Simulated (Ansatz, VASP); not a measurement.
# BN in VASP and in Ansatz

```
B N
1.0
     2.57967    0.00000    0.00000
    -1.28984    2.15498    0.00000
     0.00000    0.00000    6.97137
B N
2 2
Direct
  0.34049 0.68099 0.25000
  0.65951 0.31901 0.75000
  0.32398 0.64797 0.75000
  0.67602 0.35203 0.25000
```

Change from the starting cell: normal strain along x +0.0367, normal strain along z +0.0733.

Alike in both runs: functional LDA; k mesh 12 × 12 × 4; occupations gaussian, width 0.05 eV; no spin polarisation.

Ansatz relaxed the structure, and its values are those at the end. VASP's run is a single point on that final structure, the one shown.

|  | VASP | Ansatz |
| --- | --- | --- |
| version | VASP 6.6.1 | Ansatz 0.2.0 |
| potentials or method | VASP PAW LDA potentials, release 64 (B, N), cutoff 520 eV | scalar-relativistic, plane waves, PAW |
| valence electrons in the cell | 16 | 16 |

```tsv
	VASP	Ansatz	Ansatz less VASP
gap on the k mesh at the Fermi level (eV)	4.03	4.04	+0.011
least direct gap on the mesh (eV)	4.41	4.42	+0.009
pressure (GPa)	-11.7	-12.2	-0.52
rms of the force components (eV/Å)	0.007	0.004	-0.0027
```

Ansatz warns that its potentials were made for another functional, while VASP's fit it. LDA's correlation is that of Perdew and Zunger in VASP and of Perdew and Wang (1992) in Ansatz. Ansatz's warnings: stress scf threshold loose.
